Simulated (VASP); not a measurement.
TiB2, 3 atoms in the cell. The typed cell holds 3 atoms: a = 3.030 Å, b = 2.990 Å, c = 3.229 Å, α = 89.36°, β = 88.27°, γ = 118.70°. 

* Program: VASP 6.6.1
* Task: single point
* Functional: PBEsol
* Potentials or basis: VASP PAW PBE potentials, release 64 (Ti_sv, B)
* Cutoff: 520 eV
* k mesh: 13 × 13 × 11
* Occupations: fermi-dirac, width 0.1 eV
* Spin: no spin polarisation
* Dipole correction: no
* Further INCAR settings: ALGO = Normal; EDIFF = 1e-07; NBANDS = 16

Potentials or basis: VASP PAW PBE potentials, release 64 (Ti_sv, B).

Launch:

```bash
$ cat potpaw_PBE.64/Ti_sv/POTCAR potpaw_PBE.64/B/POTCAR > POTCAR
$ mpirun -np 1 vasp_std > vasp.out
```

Hardware: 1 thread of Intel(R) Xeon(R) Platinum 8375C CPU @ 2.90GHz (Ice Lake) (shared host).

Task: How long does it take, and how much memory?

Result: It took 3.8 min on 1 thread of Intel(R) Xeon(R) Platinum 8375C CPU @ 2.90GHz (Ice Lake), on a shared host, peak memory 0.45 GiB. Counts: scf iterations 14, k points 930.
